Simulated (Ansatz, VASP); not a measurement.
# MgO: VASP beside Ansatz

```xyz
2
Lattice="2.9380 0.0000 0.0000 -1.4690 2.5444 0.0000 0.0000 0.0000 2.6797" Properties=species:S:1:pos:R:3 pbc="T T T"
Mg   -0.3000   -0.3000    0.0000
O     0.0000    1.6963    1.3398
```

Alike in both runs: task single point; functional PBE; k mesh 9 × 9 × 8; occupations gaussian, width 0.05 eV; no spin polarisation.

|  | VASP | Ansatz |
| --- | --- | --- |
| version | VASP 6.6.1 | Ansatz 0.2.0 |
| potentials or method | VASP PAW PBE potentials, release 64 (Mg, O), cutoff 520 eV | scalar-relativistic, plane waves, PAW |
| valence electrons in the cell | 8 | 16 |

|  | VASP | Ansatz | Ansatz less VASP |
| --- | --- | --- | --- |
| gap on the k mesh at the Fermi level (eV) | 2.64 | 2.66 | +0.020 |
| least direct gap on the mesh (eV) | 3.26 | 3.28 | +0.017 |
| pressure (GPa) | 13.9 | 14.3 | +0.35 |
| traceless stress, the component that is largest in VASP (GPa) | 7.77 | 7.64 | -0.124 |
| rms of the force components (eV/Å) | 1.615 | 1.588 | -0.0266 |

Atom by atom the forces differ by 0.027 eV/Å (rms over components). With one functional, cell and mesh, what is left measures potentials, basis and numerics. VASP's potentials hold 8 valence electrons a cell and Ansatz's 16, so a difference there can come from the potentials and not from the codes.
